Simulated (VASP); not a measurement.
# Ge (Fd-3m) in VASP: further runs

Runs on Ge. Level: r2SCAN. Tasks: single point, relaxation of volume and atoms at fixed shape.

All numbers are computed with VASP 6.6.1; they aren't measurements. Logs are shortened: lines on timing, memory, paths and dates and some standing lists are left out, and cuts for length are marked.

**The experiment to reproduce.**

“Temperature-dependent photoluminescence in Ge: experiment and theory”, 2020, arxiv:2003.00143 reports, for a bulk crystal of Ge at 0 K: band gap 0.744 eV (indirect).

The runs below are set against these values where they give the same quantity.

## (1) The cell of the first run

It takes space group Fd-3m (No. 227, cubic). Conventional cell: a = 5.673 Å, b = 5.673 Å, c = 5.673 Å, α = 90.00°, β = 90.00°, γ = 90.00°. Within 3.2 Å of Ge (site symmetry -43m) lie 4 Ge at 2.46 Å.

## (2) Single point, r2SCAN

Input file POSCAR:

```
Ge
1.0
    4.0113082915      0.0000000000      0.0000000000
    2.0056541457      3.4738948828      0.0000000000
    2.0056541457      1.1579649609      3.2752195050
Ge
2
Direct
    0.0000000000      0.0000000000      0.0000000000
    0.2500000000      0.2500000000      0.2500000000
```

Input file INCAR.step1:

```
PREC = Accurate ; ENCUT = 520
ISMEAR = -1 ; SIGMA = 0.05
LREAL = False ; LASPH = True
NELM = 80 ; NBANDS = 21
GGA = PE ; ALGO = Normal
EDIFF = 1E-4 ; LWAVE = True
LCHARG = False
```

Input file INCAR.step2:

```
PREC = Accurate ; ENCUT = 520
EDIFF = 1E-7 ; ISMEAR = -1
SIGMA = 0.05 ; LREAL = False
LASPH = True ; NELM = 80
ALGO = Normal ; ISIF = 2
LWAVE = False ; LCHARG = False
METAGGA = R2SCAN ; LMIXTAU = True
NBANDS = 21 ; ISTART = 1
```

Input file KPOINTS:

```
regular mesh
0
Gamma
  7 7 7
```

Potentials or basis: VASP PAW PBE potentials, release 64 (Ge_d).

On the command line:

```sh
$ cat potpaw_PBE.64/Ge_d/POTCAR > POTCAR
$ cp INCAR.step1 INCAR
$ mpirun -np 1 vasp_std > vasp.out
$ cp INCAR.step2 INCAR
$ mpirun -np 1 vasp_std > vasp.out
```

OUTCAR:

```text
PREC = Accurate
   ENCUT = 520
   EDIFF = 1E-7
   ISMEAR = -1
   LREAL = False
   LASPH = True
   NELM = 80
   ISIF = 2
   METAGGA = R2SCAN
   ISTART = 1

 ion  position               nearest neighbor table
   1  0.000  0.000  0.000-   2 2.46   2 2.46   2 2.46   2 2.46
   2  0.250  0.250  0.250-   1 2.46   1 2.46   1 2.46   1 2.46

  LATTYP: Found a face centered cubic cell.
 ALAT       =     5.6728465886

  Lattice vectors:

 A1 = (   4.0113082915,   0.0000000000,   0.0000000000)
 A2 = (   2.0056541457,   3.4738948828,   0.0000000000)
 A3 = (   2.0056541457,   1.1579649609,   3.2752195050)

Analysis of symmetry for initial positions (statically):
=====================================================================
 Subroutine PRICEL returns:
 Original cell was already a primitive cell.

 Routine SETGRP: Setting up the symmetry group for a
 face centered cubic supercell.

 Subroutine GETGRP returns: Found 48 space group operations
 (whereof 24 operations were pure point group operations)
 out of a pool of 48 trial point group operations.

The static configuration has the point symmetry T_d .
 The point group associated with its full space group is O_h .

Analysis of symmetry for dynamics (positions and initial velocities):
=====================================================================
 Subroutine PRICEL returns:
 Original cell was already a primitive cell.

 Routine SETGRP: Setting up the symmetry group for a
 face centered cubic supercell.

 Subroutine GETGRP returns: Found 48 space group operations
 (whereof 24 operations were pure point group operations)
 out of a pool of 48 trial point group operations.

The dynamic configuration has the point symmetry T_d .
 The point group associated with its full space group is O_h .

 Subroutine INISYM returns: Found 48 space group operations
 (whereof 24 operations are pure point group operations),
 and found     1 'primitive' translations

----------------------------------------------------------------------------------------

                                     Primitive cell

  volume of cell :      45.6397

  direct lattice vectors                    reciprocal lattice vectors
     4.011308291  0.000000000  0.000000000     0.249295224 -0.143930665 -0.101774349
     2.005654146  3.473894883  0.000000000     0.000000000  0.287861330 -0.101774349
     2.005654146  1.157964961  3.275219505     0.000000000  0.000000000  0.305323047

  length of vectors
     4.011308291  4.011308291  4.011308291     0.305323047  0.305323047  0.305323047

  position of ions in fractional coordinates (direct lattice)
     0.000000000  0.000000000  0.000000000
     0.250000000  0.250000000  0.250000000

  ion indices of the primitive-cell ions
   primitive index   ion index
                 1           1
                 2           2

----------------------------------------------------------------------------------------

 KPOINTS: regular mesh

Automatic generation of k-mesh.
 Grid dimensions read from file:
 generate k-points for:    7    7    7

 Generating k-lattice:

  Cartesian coordinates                     Fractional coordinates (reciprocal lattice)
     0.035613603 -0.020561524 -0.014539193     0.142857143  0.000000000  0.000000000
     0.000000000  0.041123047 -0.014539193     0.000000000  0.142857143 -0.000000000
     0.000000000  0.000000000  0.043617578     0.000000000  0.000000000  0.142857143

  Length of vectors
     0.043617578  0.043617578  0.043617578

  Shift w.r.t. Gamma in fractional coordinates (k-lattice)
     0.000000000  0.000000000  0.000000000

 Subroutine IBZKPT returns following result:
 ===========================================

 Found     20 irreducible k-points:

 Following reciprocal coordinates:
            Coordinates               Weight
  0.000000  0.000000  0.000000      1.000000
  0.142857 -0.000000 -0.000000      8.000000
  0.285714 -0.000000 -0.000000      8.000000
  0.428571 -0.000000 -0.000000      8.000000
  0.142857  0.142857 -0.000000      6.000000
  0.285714  0.142857  0.000000     24.000000
[... 12 lines left out ...]
 -0.428571  0.428571  0.142857     24.000000
 -0.285714  0.428571  0.142857     24.000000
   k-points           NKPTS =     20   k-points in BZ     NKDIM =     20   number of bands    NBANDS=     21
   number of dos      NEDOS =    301   number of ions     NIONS =      2
   total plane-waves  NPLWV =  27000
   dimension x,y,z NGX =    30 NGY =   30 NGZ =   30
   dimension x,y,z NGXF=    60 NGYF=   60 NGZF=   60
   ions per type =               2
   NGX,Y,Z   is equivalent  to a cutoff of  12.43, 12.43, 12.43 a.u.
   NGXF,Y,Z  is equivalent  to a cutoff of  24.87, 24.87, 24.87 a.u.
 SYSTEM =  unknown system
   PREC   = accura    normal or accurate (medium, high low for compatibility)
   ISTART =      1    job   : 0-new  1-cont  2-samecut
   ICHARG =      0    charge: 1-file 2-atom 10-const
   ISPIN  =      1    spin polarized calculation?
   LNONCOLLINEAR =      F non collinear calculations
   LSORBIT =      F    spin-orbit coupling
   LASPH  =      T    aspherical Exc in radial PAW
   ENCUT  =  520.0 eV  38.22 Ry    6.18 a.u.   7.46  7.46  7.46*2*pi/ulx,y,z
   NELM   =     80;   NELMIN=  2; NELMDL=  0     # of ELM steps
   EDIFF  = 0.1E-06   stopping-criterion for ELM
   LREAL  =      F    real-space projection
   EDIFFG = 0.1E-05   stopping-criterion for IOM
   NSW    =      0    number of steps for IOM
   IBRION =     -1    ionic relax: 0-MD 1-quasi-New 2-CG
   NFREE  =      0    steps in history (QN), initial steepest desc. (CG)
   ISIF   =      2    stress and relaxation
   ISYM   =      2    0-nonsym 1-usesym 2-fastsym
   POTIM  = 0.5000    time-step for ionic-motion
   TEBEG  =    0.0;   TEEND  =   0.0 temperature during run
   PSTRESS=    0.0 pullay stress
   NELECT =      28.0000    total number of electrons
   NUPDOWN=      -1.0000    fix difference up-down
   EMIN   =  10.00;   EMAX   =-10.00  energy-range for DOS
   EFERMI =   0.00;   METHOD = LEGACY
   ISMEAR =    -1;   SIGMA  =   0.05  broadening in eV -4-tet -1-fermi 0-gaus
   EFERMI_NEDOS =   21; number of points for ismear=-14 and -15
   IALGO  =     38    algorithm
   IMIX   =      4    mixing-type and parameters
     AMIX     =   0.40;   BMIX     =  1.00
     AMIX_MAG =   1.60;   BMIX_MAG =  1.00
  volume/ion in A,a.u.               =      22.82       154.00
  Fermi-wavevector in a.u.,A,eV,Ry     =   1.391062  2.628726 26.327999  1.935053
  Thomas-Fermi vector in A             =   2.514937
   LORBIT       =      0    0 simple, 1 ext, 2 COOP (PROOUT), +10 PAW based schemes
   METAGGA = R2SCAN    functional components
   LHFCALC =     F    Hartree Fock is set to
   AEXX    =    0.0000 exact exchange contribution
   IVDW    =     0    specifies the selected vdW correction
   LEPSILON=     F    determine dielectric tensor
   LRPA    =     F    only Hartree local field effects (RPA)
 non-spin polarized calculation
  energy-cutoff  :      520.00
  volume of cell :       45.64
 maximum number of plane-waves:      1246
 NGX is ok and might be reduce to    30
   NGX = 15   NGY = 15   NGZ = 15

 number of electron      28.0000015 magnetization

 Free energy of the ion-electron system (eV)
  ---------------------------------------------------
  ext. energy  EPLUGINS =         0.00000000
  ---------------------------------------------------
  free energy    TOTEN  =       -27.72660702 eV

  energy without entropy =      -27.72638423  energy(sigma->0) =      -27.72649562

 E-fermi :   4.9067     XC(G=0): -10.7757

 val. band max:        4.7266084337   @ k =   0.0000   0.0000   0.0000
 cond. band min:       5.0545606015   @ k =   0.0000   0.0000   0.0000
 fundamental gap:      0.3279521678
 Fermi energy:         4.9067407829

 k-point     1 :       0.0000    0.0000    0.0000
  band No.  band energies     occupation
      1     -20.7570      2.00000
      2     -20.7570      2.00000
      3     -20.7570      2.00000
      4     -20.7183      2.00000
      5     -20.7183      2.00000
      6     -20.5051      2.00000
[... 13 lines left out ...]
     20      14.6397      0.00000
     21      14.6397      0.00000

 k-point     2 :       0.1429   -0.0000   -0.0000
  band No.  band energies     occupation
      1     -20.7669      2.00000
      2     -20.7668      2.00000
      3     -20.7537      2.00000
      4     -20.7040      2.00000
      5     -20.7040      2.00000
      6     -20.5173      2.00000
[... 13 lines left out ...]
     20      13.6544      0.00000
     21      13.6544      0.00000

 k-point     3 :       0.2857   -0.0000   -0.0000
  band No.  band energies     occupation
      1     -20.7775      2.00000
      2     -20.7775      2.00000
      3     -20.7462      2.00000
      4     -20.6849      2.00000
      5     -20.6849      2.00000
      6     -20.5306      2.00000
[... 13 lines left out ...]
     20      13.7267      0.00000
     21      13.7267      0.00000

 k-point     4 :       0.4286   -0.0000   -0.0000
  band No.  band energies     occupation
      1     -20.7815      2.00000
      2     -20.7815      2.00000
      3     -20.7400      2.00000
      4     -20.6761      2.00000
      5     -20.6761      2.00000
      6     -20.5353      2.00000
[... 13 lines left out ...]
     20      15.6078      0.00000
     21      15.6078      0.00000

 k-point     5 :       0.1429    0.1429   -0.0000
  band No.  band energies     occupation
      1     -20.7654      2.00000
      2     -20.7644      2.00000
      3     -20.7643      2.00000
      4     -20.7062      2.00000
      5     -20.6883      2.00000
      6     -20.5457      2.00000
[... 13 lines left out ...]
     20      13.2849      0.00000
     21      15.0031      0.00000
[... 286 lines left out ...]
     20      15.7655      0.00000
     21      16.5901      0.00000

 k-point    18 :      -0.4286    0.2857    0.1429
  band No.  band energies     occupation
      1     -20.8037      2.00000
      2     -20.7934      2.00000
      3     -20.7060      2.00000
      4     -20.6537      2.00000
      5     -20.6297      2.00000
      6     -20.5988      2.00000
[... 13 lines left out ...]
     20      15.6788      0.00000
     21      17.1216      0.00000

 k-point    19 :      -0.4286    0.4286    0.1429
  band No.  band energies     occupation
      1     -20.8000      2.00000
      2     -20.7988      2.00000
      3     -20.7020      2.00000
      4     -20.6533      2.00000
      5     -20.6277      2.00000
      6     -20.5871      2.00000
[... 13 lines left out ...]
     20      16.4300      0.00000
     21      18.2553      0.00000

 k-point    20 :      -0.2857    0.4286    0.1429
  band No.  band energies     occupation
      1     -20.8087      2.00000
      2     -20.7994      2.00000
      3     -20.6848      2.00000
      4     -20.6363      2.00000
      5     -20.6210      2.00000
      6     -20.5965      2.00000
[... 13 lines left out ...]
     20      16.0562      0.00000
     21      18.4844      0.00000

------------------------ aborting loop because EDIFF is reached ----------------------------------------

  FORCE on cell =-STRESS in cart. coord.  units (eV):
  Direction    XX          YY          ZZ          XY          YZ          ZX
  --------------------------------------------------------------------------------------
  -------------------------------------------------------------------------------------
  Total        0.0122386      0.0122386      0.0122386     -0.0000000     -0.0000000     -0.0000000
  in kB        0.4296334      0.4296334      0.4296334     -0.0000000     -0.0000000     -0.0000000
  external PRESSURE =       0.4296334 kB  Pullay stress =       0.0000000 kB

 VOLUME and BASIS-vectors are now :
 -----------------------------------------------------------------------------
  energy-cutoff  :      520.00
  volume of cell :       45.64
      direct lattice vectors                 reciprocal lattice vectors
     4.011308291  0.000000000  0.000000000     0.249295224 -0.143930665 -0.101774349
     2.005654146  3.473894883  0.000000000     0.000000000  0.287861330 -0.101774349
     2.005654146  1.157964961  3.275219505     0.000000000  0.000000000  0.305323047

 POSITION                                       TOTAL-FORCE (eV/Angst)
 -----------------------------------------------------------------------------------
      0.00000      0.00000      0.00000        -0.000000      0.000000     -0.000000
      2.00565      1.15796      0.81880         0.000000     -0.000000      0.000000
 -----------------------------------------------------------------------------------
    total drift:                                0.000000      0.000000      0.000000

  FREE ENERGIE OF THE ION-ELECTRON SYSTEM (eV)
  ---------------------------------------------------
  free  energy   TOTEN  =       -27.7266070166 eV

  energy  without entropy=      -27.7263842299  energy(sigma->0) =      -27.72649562
```

It took 2.1 min on 1 thread of Intel Xeon 8259CL, shared host; peak memory 0.17 GiB.

Results:

```
Free energy            : -27.7266 eV
Pressure               : 0.0 GPa
Band gap on the k mesh : 0.33 eV
```

Caveat: semilocal functionals underestimate gaps, and a narrow one can read as zero; the PAW data sets were made with another functional, which shifts forces and pressure a little; an odd mesh through Γ misses points on the zone boundary, where band edges can lie.

## (3) Relaxation of volume and atoms at fixed shape, r2SCAN

This run uses another cell than the first one, of 22.64 Å³/atom.

Input file POSCAR:

```
Ge
1.0
    4.0006830000      0.0000000000      0.0000000000
    2.0003415000      3.4646931105      0.0000000000
    2.0003415000      1.1548977035      3.2665439909
Ge
2
Direct
    0.0000000000      0.0000000000      0.0000000000
    0.2500000000      0.2500000000      0.2500000000
```

Input file INCAR.step1:

```
PREC = Accurate ; ENCUT = 600
ISMEAR = -1 ; SIGMA = 0.05
LREAL = False ; LASPH = True
NELM = 100 ; GGA = PE
ALGO = Normal ; EDIFF = 1E-4
LWAVE = True ; LCHARG = False
```

Input file INCAR.step2:

```
PREC = Accurate ; ENCUT = 600
EDIFF = 1E-6 ; ISMEAR = -1
SIGMA = 0.05 ; LREAL = False
LASPH = True ; NELM = 100
ALGO = Normal ; ISIF = 8
LWAVE = False ; LCHARG = False
METAGGA = R2SCAN ; LMIXTAU = True
IBRION = 2 ; NSW = 80
EDIFFG = -0.02 ; ISTART = 1
```

Input file KPOINTS:

```
Automatic mesh
0
Gamma
  7 7 7
```

Potentials or basis: VASP PAW PBE potentials, release 64 (Ge_d).

On the command line:

```sh
$ cat potpaw_PBE.64/Ge_d/POTCAR > POTCAR
$ cp INCAR.step1 INCAR
$ mpirun -np 1 vasp_std > vasp.out
$ cp INCAR.step2 INCAR
$ mpirun -np 1 vasp_std > vasp.out
```

It took 3 min on 1 thread of Intel Xeon 8259CL, shared host; peak memory 0.2 GiB.

It converged, with:

```
Free energy                           : -27.7280 eV
Relaxed volume                        : 22.84 Å³/atom
Relaxed cell                          : a = 4.013 Å, b = 4.013 Å, c = 4.013 Å, α = 60.00°, β = 60.00°, γ = 60.00°
Space group after relaxing (to 0.1 Å) : Fd-3m (No. 227)
Energy gained by relaxing             : 0.4 meV/atom
Ionic steps                           : 3
Pressure after relaxing               : 0.0 GPa
Band gap on the k mesh                : 0.32 eV
```

Step by step:
```
step  energy change (eV)  largest force (eV/Å)  pressure (GPa)  volume (Å³)
   1              0.0000                0.0000            0.71        45.28
   2             -0.0006                0.0000           -0.28        45.94
   3             -0.0009                0.0000            0.01        45.69
```

Final structure:
```cif
data_structure
_symmetry_space_group_name_H-M 'P 1'
_symmetry_Int_Tables_number 1
_cell_length_a 4.0127
_cell_length_b 4.0127
_cell_length_c 4.0127
_cell_angle_alpha 60.000
_cell_angle_beta 60.000
_cell_angle_gamma 60.000
_cell_volume 45.69
loop_
_atom_site_label
_atom_site_type_symbol
_atom_site_fract_x
_atom_site_fract_y
_atom_site_fract_z
_atom_site_occupancy
Ge1 Ge 0.00000 0.00000 0.00000 1
Ge2 Ge 0.25000 0.25000 0.25000 1
```

Levels at points of the mesh, in eV from the valence-band top:
```csv
k point,band 10,band 11,band 12,band 13,band 14,band 15,band 16,band 17,band 18
"(0.00, 0.00, 0.00)",-25.21,-13.23,0.00,0.00,0.00,0.32,2.71,2.71,2.71
```

Caveat: semilocal functionals underestimate gaps, and a narrow one can read as zero; the PAW data sets were made with another functional, which shifts forces and pressure a little; an odd mesh through Γ misses points on the zone boundary, where band edges can lie.

## (4) Comparison with measurements

Step 2. Measured gap of Ge: 0.744 eV (indirect; 0 K; “Temperature-dependent photoluminescence in Ge: experiment and theory”, 2020, arxiv:2003.00143). This calculation gives 0.33 eV (-0.42 eV). 3 values of this kind are on record (0.666 to 0.807 eV); this one was drawn at random among those near their median. Spin-orbit coupling on Ge is left out. The value is that of r2SCAN on a finite k mesh, which can miss the band edges, without temperature or zero-point motion.
